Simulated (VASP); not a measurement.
Input of a VASP 6.6.1 run:

INCAR

```
ALGO = Normal ; EDIFF = 1E-6
ENCUT = 600 ; GGA = PS
GGA_COMPAT = False ; ISIF = 2
ISMEAR = -1 ; ISPIN = 2
LASPH = True ; LCHARG = False
LMAXMIX = 4 ; LORBIT = 11
LREAL = False ; LWAVE = False
MAGMOM = 2 2 0 0 0 0 ; NBANDS = 38
NELM = 200 ; PREC = Accurate
SIGMA = 0.05
```

File KPOINTS:

```
k-points
0
Gamma
  6 6 9
```

File POSCAR:

```
VO2
1.0
    4.4151925128      0.0000000000      0.0000000000
    0.0000000000      4.4151925128      0.0000000000
    0.0000000000      0.0000000000      2.9823009287
V O
2 4
Direct
    0.5000000000      0.5000000000      0.5000000000
    0.0000000000      0.0000000000      0.0000000000
    0.2003580000      0.7996420000      0.5000000000
    0.7996420000      0.2003580000      0.5000000000
    0.7003580000      0.7003580000      0.0000000000
    0.2996420000      0.2996420000      0.0000000000
```

Potentials or basis: VASP PAW PBE potentials, release 64 (V_sv, O).

The run is started by

```console
$ cat potpaw_PBE.64/V_sv/POTCAR potpaw_PBE.64/O/POTCAR > POTCAR
$ mpirun -np 1 vasp_std > vasp.out
```

(1) Estimate the band gap on the k mesh.

(2) Predict the pressure.

(3) Estimate the largest force.

## Answers

(1) zero (filled and empty bands overlap).

(2) -2.4 GPa.

(3) 0.260 eV/Å.

Caveat: the stress differs along the axes, from -16 to 5 GPa; the PAW data sets were made with another functional, which shifts forces and pressure a little; semilocal functionals often make such compounds metallic where correlation or magnetic order opens a gap, which also shifts bond lengths.
